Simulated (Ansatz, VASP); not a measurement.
## One calculation of TiAl3, two programs

The input POSCAR:

```
TiAl3
1.0
    2.8396770000      0.0000000000      0.0000000000
    0.0000000000      4.6812640000      0.0000000000
    0.0000000000      0.0000000000      4.9007420000
Ti Al
1 3
Direct
    0.0000000000      0.5000000000      0.1659160000
    0.5000000000      0.5000000000      0.6672710000
    0.5000000000      0.0000000000      0.3309120000
    0.0000000000      0.0000000000      0.8359000000
```

File INCAR.step1:

```
ALGO = Normal
EDIFF = 1E-4
ENCUT = 520
GGA = PE
ISMEAR = 0
LASPH = True
LCHARG = False
LREAL = False
LWAVE = True
NBANDS = 18
NELM = 60
PREC = Accurate
SIGMA = 0.1
```

File INCAR.step2:

```
ALGO = Normal
EDIFF = 1E-7
ENCUT = 520
ISIF = 2
ISMEAR = 0
ISTART = 1
LASPH = True
LCHARG = False
LMIXTAU = True
LREAL = False
LWAVE = False
METAGGA = R2SCAN
NBANDS = 18
NELM = 60
PREC = Accurate
SIGMA = 0.1
```

File KPOINTS:

```
k-points
0
Gamma
  1 1 1
```

Input for Ansatz:

```yaml
crystal:
  lattice:
    - [2.839677, 0.0, 0.0]
    - [0.0, 4.681264, 0.0]
    - [0.0, 0.0, 4.900742]
  atoms:
    - { symbol: Ti, position: [0.0, 0.5, 0.165916] }
    - { symbol: Al, position: [0.5, 0.5, 0.667271] }
    - { symbol: Al, position: [0.5, 0.0, 0.330912] }
    - { symbol: Al, position: [0.0, 0.0, 0.8359] }
basis:
  ecutwfc: 500
kpoints:
  mp_grid: { grid: [1, 1, 1] }
hamiltonian:
  xc: r2scan
scf:
  occupations: { method: gaussian, width: 0.1 }
output:
  forces: true
  stress: true
  eigenvalues: true
```

Alike in both runs: task single point; functional r2SCAN; k mesh 1 × 1 × 1; occupations gaussian, width 0.1 eV; no spin polarisation.

|  | VASP | Ansatz |
| --- | --- | --- |
| version | VASP 6.6.1 | Ansatz 0.2.0 |
| potentials or method | VASP PAW PBE potentials, release 64 (Ti_sv, Al), cutoff 520 eV | scalar-relativistic, plane waves, PAW |
| valence electrons in the cell | 21 | 21 |

Ansatz gave:

* pressure (GPa): -10.9
* traceless stress, the component that is largest in VASP (GPa): -95.75
* rms of the force components (eV/Å): 1.027

Problem. Which values does VASP return?

Solution. Pressure (GPa): -11.1; traceless stress, the component that is largest in VASP (GPa): -95.84; rms of the force components (eV/Å): 1.029.

VASP's potentials were made for PBE, not for r2SCAN. Atom by atom the forces differ by 0.002 eV/Å (rms over components).

The k mesh is coarse, so the values compare programs but aren't converged.
